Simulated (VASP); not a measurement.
# PRu3 (P6_3/mmc) in VASP: single point with PBE

Aim: the single point of PRu3 with PBE.

Everything below comes from runs of VASP 6.6.1. Logs are shortened: lines on timing, memory, paths and dates and some standing lists are left out, and cuts for length are marked.

## (1) The cell of the first run

It takes space group P6_3/mmc (No. 194, hexagonal). Conventional cell: a = 5.500 Å, b = 5.500 Å, c = 4.088 Å, α = 90.00°, β = 90.00°, γ = 120.00°. Within 3.4 Å of P (site symmetry -6m2) lie 12 Ru at 2.56 to 2.75 Å. Ru (site symmetry mm2) has 4 P at 2.56 to 2.75 Å and 8 Ru at 2.62 to 2.84 Å within 3.4 Å.

## (2) Single point, PBE

The input, INCAR:

```
PREC = Accurate
ENCUT = 520
EDIFF = 1E-6
ISMEAR = 0
SIGMA = 0.1
LREAL = F
LASPH = T
NELM = 60
ALGO = Normal
ISIF = 2
LWAVE = F
LCHARG = F
GGA = PE
NBANDS = 57
```

The input, KPOINTS:

```
regular mesh
0
Gamma
  12 12 10
```

The input, POSCAR:

```
PRu3
1.0
    5.4999386910      0.0000000000      0.0000000000
   -2.7499693455      4.7630866256      0.0000000000
    0.0000000000      0.0000000000      4.0881487878
P Ru
2 6
Direct
    0.3333333333      0.6666666667      0.2500000000
    0.6666666667      0.3333333333      0.7500000000
    0.8279723023      0.6559446046      0.2500000000
    0.1720276977      0.8279723023      0.7500000000
    0.3440553954      0.1720276977      0.2500000000
    0.1720276977      0.3440553954      0.7500000000
    0.8279723023      0.1720276977      0.2500000000
    0.6559446046      0.8279723023      0.7500000000
```

Potentials or basis: VASP PAW PBE potentials, release 64 (P, Ru_pv).

Launch:

```
cat potpaw_PBE.64/P/POTCAR potpaw_PBE.64/Ru_pv/POTCAR > POTCAR
mpirun -np 1 vasp_std > vasp.out
```

OUTCAR:

```text
PREC = Accurate
   ENCUT = 520
   EDIFF = 1E-6
   ISMEAR = 0
   LREAL = F
   LASPH = T
   NELM = 60
   ISIF = 2
   GGA = PE

 ion  position               nearest neighbor table
   1  0.333  0.667  0.250-   4 2.56   4 2.56   6 2.56   6 2.56   8 2.56   8 2.56   5 2.75   3 2.75
                             7 2.75   7 2.75   5 2.75   3 2.75
   2  0.667  0.333  0.750-   7 2.56   7 2.56   3 2.56   3 2.56   5 2.56   5 2.56   8 2.75   6 2.75
                             4 2.75   4 2.75   8 2.75   6 2.75
   3  0.828  0.656  0.250-   2 2.56   2 2.56   8 2.62   8 2.62   4 2.62   4 2.62   5 2.66   7 2.66
                             1 2.75   1 2.75   7 2.84   5 2.84
   4  0.172  0.828  0.750-   1 2.56   1 2.56   5 2.62   5 2.62   3 2.62   3 2.62   6 2.66   8 2.66
                             2 2.75   2 2.75   6 2.84   8 2.84
   5  0.344  0.172  0.250-   2 2.56   2 2.56   4 2.62   4 2.62   6 2.62   6 2.62   3 2.66   7 2.66
                             1 2.75   1 2.75   3 2.84   7 2.84
   6  0.172  0.344  0.750-   1 2.56   1 2.56   5 2.62   5 2.62   7 2.62   7 2.62   8 2.66   4 2.66
                             2 2.75   2 2.75   4 2.84   8 2.84
   7  0.828  0.172  0.250-   2 2.56   2 2.56   8 2.62   8 2.62   6 2.62   6 2.62   3 2.66   5 2.66
                             1 2.75   1 2.75   3 2.84   5 2.84
   8  0.656  0.828  0.750-   1 2.56   1 2.56   7 2.62   7 2.62   3 2.62   3 2.62   6 2.66   4 2.66
                             2 2.75   2 2.75   6 2.84   4 2.84

  LATTYP: Found a hexagonal cell.
 ALAT       =     5.4999386910
 C/A-ratio  =     0.7433080653

  Lattice vectors:

 A1 = (   5.4999386910,   0.0000000000,   0.0000000000)
 A2 = (  -2.7499693455,   4.7630866256,   0.0000000000)
 A3 = (   0.0000000000,   0.0000000000,   4.0881487878)

Analysis of symmetry for initial positions (statically):
=====================================================================
 Subroutine PRICEL returns:
 Original cell was already a primitive cell.

 Routine SETGRP: Setting up the symmetry group for a
 hexagonal supercell.

 Subroutine GETGRP returns: Found 24 space group operations
 (whereof 12 operations were pure point group operations)
 out of a pool of 24 trial point group operations.

The static configuration has the point symmetry D_3d.
 The point group associated with its full space group is D_6h.

Analysis of symmetry for dynamics (positions and initial velocities):
=====================================================================
 Subroutine PRICEL returns:
 Original cell was already a primitive cell.

 Routine SETGRP: Setting up the symmetry group for a
 hexagonal supercell.

 Subroutine GETGRP returns: Found 24 space group operations
 (whereof 12 operations were pure point group operations)
 out of a pool of 24 trial point group operations.

The dynamic configuration has the point symmetry D_3d.
 The point group associated with its full space group is D_6h.

 Subroutine INISYM returns: Found 24 space group operations
 (whereof 12 operations are pure point group operations),
 and found     1 'primitive' translations

----------------------------------------------------------------------------------------

                                     Primitive cell

  volume of cell :     107.0959

  direct lattice vectors                    reciprocal lattice vectors
     5.499938691  0.000000000  0.000000000     0.181820209  0.104973946  0.000000000
    -2.749969345  4.763086626  0.000000000     0.000000000  0.209947893  0.000000000
     0.000000000  0.000000000  4.088148788     0.000000000  0.000000000  0.244609492

  length of vectors
     5.499938691  5.499938691  4.088148788     0.209947893  0.209947893  0.244609492

  position of ions in fractional coordinates (direct lattice)
     0.333333333  0.666666667  0.250000000
     0.666666667  0.333333333  0.750000000
     0.827972302  0.655944605  0.250000000
     0.172027698  0.827972302  0.750000000
     0.344055395  0.172027698  0.250000000
     0.172027698  0.344055395  0.750000000
     0.827972302  0.172027698  0.250000000
     0.655944605  0.827972302  0.750000000

  ion indices of the primitive-cell ions
   primitive index   ion index
                 1           1
                 2           2
                 3           3
                 4           4
                 5           5
                 6           6
                 7           7
                 8           8

----------------------------------------------------------------------------------------

 KPOINTS: regular mesh

Automatic generation of k-mesh.
 Grid dimensions read from file:
 generate k-points for:   12   12   10

 Generating k-lattice:

  Cartesian coordinates                     Fractional coordinates (reciprocal lattice)
     0.015151684  0.008747829  0.000000000     0.083333333  0.000000000  0.000000000
     0.000000000  0.017495658  0.000000000     0.000000000  0.083333333  0.000000000
     0.000000000  0.000000000  0.024460949     0.000000000  0.000000000  0.100000000

  Length of vectors
     0.017495658  0.017495658  0.024460949

  Shift w.r.t. Gamma in fractional coordinates (k-lattice)
     0.000000000  0.000000000  0.000000000

 Subroutine IBZKPT returns following result:
 ===========================================

 Found    114 irreducible k-points:

 Following reciprocal coordinates:
            Coordinates               Weight
  0.000000  0.000000  0.000000      1.000000
  0.083333 -0.000000  0.000000      6.000000
  0.166667 -0.000000  0.000000      6.000000
  0.250000  0.000000  0.000000      6.000000
  0.333333 -0.000000  0.000000      6.000000
  0.416667  0.000000  0.000000      6.000000
[... 16 lines left out ...]
  0.250000  0.000000  0.100000     12.000000
  0.333333 -0.000000  0.100000     12.000000
 [... further k-points ...]
   k-points           NKPTS =    114   k-points in BZ     NKDIM =    114   number of bands    NBANDS=     57
   number of dos      NEDOS =    301   number of ions     NIONS =      8
   total plane-waves  NPLWV =  52920
   dimension x,y,z NGX =    42 NGY =   42 NGZ =   30
   dimension x,y,z NGXF=    84 NGYF=   84 NGZF=   60
   ions per type =               2   6
   NGX,Y,Z   is equivalent  to a cutoff of  12.70, 12.70, 12.20 a.u.
   NGXF,Y,Z  is equivalent  to a cutoff of  25.39, 25.39, 24.40 a.u.
 SYSTEM =  unknown system
   PREC   = accura    normal or accurate (medium, high low for compatibility)
   ISTART =      0    job   : 0-new  1-cont  2-samecut
   ICHARG =      2    charge: 1-file 2-atom 10-const
   ISPIN  =      1    spin polarized calculation?
   LNONCOLLINEAR =      F non collinear calculations
   LSORBIT =      F    spin-orbit coupling
   LASPH  =      T    aspherical Exc in radial PAW
   ENCUT  =  520.0 eV  38.22 Ry    6.18 a.u.  10.23 10.23  7.60*2*pi/ulx,y,z
   NELM   =     60;   NELMIN=  2; NELMDL= -5     # of ELM steps
   EDIFF  = 0.1E-05   stopping-criterion for ELM
   LREAL  =      F    real-space projection
   EDIFFG = 0.1E-04   stopping-criterion for IOM
   NSW    =      0    number of steps for IOM
   IBRION =     -1    ionic relax: 0-MD 1-quasi-New 2-CG
   NFREE  =      0    steps in history (QN), initial steepest desc. (CG)
   ISIF   =      2    stress and relaxation
   ISYM   =      2    0-nonsym 1-usesym 2-fastsym
   POTIM  = 0.5000    time-step for ionic-motion
   TEBEG  =    0.0;   TEEND  =   0.0 temperature during run
   PSTRESS=    0.0 pullay stress
   NELECT =      94.0000    total number of electrons
   NUPDOWN=      -1.0000    fix difference up-down
   EMIN   =  10.00;   EMAX   =-10.00  energy-range for DOS
   EFERMI =   0.00;   METHOD = LEGACY
   ISMEAR =     0;   SIGMA  =   0.10  broadening in eV -4-tet -1-fermi 0-gaus
   EFERMI_NEDOS =   21; number of points for ismear=-14 and -15
   IALGO  =     38    algorithm
   IMIX   =      4    mixing-type and parameters
     AMIX     =   0.40;   BMIX     =  1.00
     AMIX_MAG =   1.60;   BMIX_MAG =  1.00
  volume/ion in A,a.u.               =      13.39        90.34
  Fermi-wavevector in a.u.,A,eV,Ry     =   1.567448  2.962047 33.428057  2.456893
  Thomas-Fermi vector in A             =   2.669626
   LORBIT       =      0    0 simple, 1 ext, 2 COOP (PROOUT), +10 PAW based schemes
   GGA     = PE    functional components
   LHFCALC =     F    Hartree Fock is set to
   AEXX    =    0.0000 exact exchange contribution
   IVDW    =     0    specifies the selected vdW correction
   LEPSILON=     F    determine dielectric tensor
   LRPA    =     F    only Hartree local field effects (RPA)
 non-spin polarized calculation
 Gauss-broadening in eV      SIGMA  =   0.10
  energy-cutoff  :      520.00
  volume of cell :      107.10
 maximum number of plane-waves:      2908
 NGX is ok and might be reduce to    42
   NGX = 21   NGY = 21   NGZ = 15

 number of electron      94.0000011 magnetization

 Free energy of the ion-electron system (eV)
  ---------------------------------------------------
  ext. energy  EPLUGINS =         0.00000000
  ---------------------------------------------------
  free energy    TOTEN  =       -65.23545531 eV

  energy without entropy =      -65.19268693  energy(sigma->0) =      -65.21407112

 E-fermi :  12.6005     XC(G=0): -13.5828

 val. band max:       12.5977485282   @ k =   0.5000   0.0000   0.4000
 cond. band min:      12.6018204017   @ k =   0.5000   0.0000   0.5000
 fundamental gap:      0.0040718735
 Fermi energy:        12.6004865489

 k-point     1 :       0.0000    0.0000    0.0000
  band No.  band energies     occupation
      1     -30.6865      2.00000
      2     -30.6266      2.00000
      3     -30.4090      2.00000
      4     -30.4090      2.00000
      5     -30.3972      2.00000
      6     -30.3653      2.00000
[... 49 lines left out ...]
     56      14.9472      0.00000
     57      17.0042      0.00000

 k-point     2 :       0.0833   -0.0000    0.0000
  band No.  band energies     occupation
      1     -30.6838      2.00000
      2     -30.6181      2.00000
      3     -30.4120      2.00000
      4     -30.4093      2.00000
      5     -30.3927      2.00000
      6     -30.3675      2.00000
[... 49 lines left out ...]
     56      14.9234      0.00000
     57      16.9182      0.00000

 k-point     3 :       0.1667   -0.0000    0.0000
  band No.  band energies     occupation
      1     -30.6760      2.00000
      2     -30.5936      2.00000
      3     -30.4203      2.00000
      4     -30.4101      2.00000
      5     -30.3804      2.00000
      6     -30.3707      2.00000
[... 1194 lines left out ...]
      1     -30.6558      2.00000
      2     -30.5570      2.00000
      3     -30.4850      2.00000
      4     -30.4599      2.00000
      5     -30.3671      2.00000
      6     -30.3250      2.00000
[... 49 lines left out ...]
     56      14.9604      0.00000
     57      15.9681      0.00000

 k-point    24 :       0.3333   -0.0000    0.1000
  band No.  band energies     occupation
      1     -30.6416      2.00000
      2     -30.5226      2.00000
      3     -30.4827      2.00000
      4     -30.4497      2.00000
      5     -30.3703      2.00000
      6     -30.3379      2.00000
[... 49 lines left out ...]
     56      15.0654      0.00000
     57      16.5166      0.00000

 [... further k-points ...]
[... 5 lines left out ...]
  --------------------------------------------------------------------------------------
  -------------------------------------------------------------------------------------
  Total       -0.0232250     -0.0232250     -0.0235130      0.0000000      0.0000000      0.0000000
  in kB       -0.3474510     -0.3474510     -0.3517589      0.0000000      0.0000000      0.0000000
  external PRESSURE =      -0.3488870 kB  Pullay stress =       0.0000000 kB

 VOLUME and BASIS-vectors are now :
 -----------------------------------------------------------------------------
  energy-cutoff  :      520.00
  volume of cell :      107.10
      direct lattice vectors                 reciprocal lattice vectors
     5.499938691  0.000000000  0.000000000     0.181820209  0.104973946  0.000000000
    -2.749969345  4.763086626  0.000000000     0.000000000  0.209947893  0.000000000
     0.000000000  0.000000000  4.088148788     0.000000000  0.000000000  0.244609492

 POSITION                                       TOTAL-FORCE (eV/Angst)
 -----------------------------------------------------------------------------------
     -0.00000      3.17539      1.02204        -0.000000     -0.000000      0.000000
      2.74997      1.58770      3.06611        -0.000000     -0.000000      0.000000
      2.74997      3.12432      1.02204        -0.000000      0.008820      0.000000
     -1.33076      3.94370      3.06611        -0.007638      0.004410     -0.000000
      1.41921      0.81938      1.02204        -0.007638     -0.004410     -0.000000
      0.00000      1.63877      3.06611        -0.000000     -0.008820     -0.000000
      4.08073      0.81938      1.02204         0.007638     -0.004410      0.000000
      1.33076      3.94370      3.06611         0.007638      0.004410      0.000000
 -----------------------------------------------------------------------------------
    total drift:                               -0.000000      0.000000      0.000000

  FREE ENERGIE OF THE ION-ELECTRON SYSTEM (eV)
  ---------------------------------------------------
  free  energy   TOTEN  =       -65.2354553067 eV

  energy  without entropy=      -65.1926869330  energy(sigma->0) =      -65.21407112
```

Wall time 7.6 min (1 thread of Intel Xeon 6975P-C (Granite Rapids), shared host); peak memory 0.57 GiB.

Results:

| Quantity | Value |
| --- | --- |
| Free energy | -65.2355 eV |
| Pressure | 0.0 GPa |
| Largest force | 0.009 eV/Å |
| Band gap on the k mesh | zero (bands 47 and 48 overlap by 0.48 eV) |

Forces in eV/Å, atoms in the order of the input:
```
P    0.000  0.000  0.000
P    0.000  0.000  0.000
Ru   0.000  0.009  0.000
Ru  -0.008  0.004  0.000
Ru  -0.008 -0.004  0.000
Ru   0.000 -0.009  0.000
Ru   0.008 -0.004  0.000
Ru   0.008  0.004  0.000
```
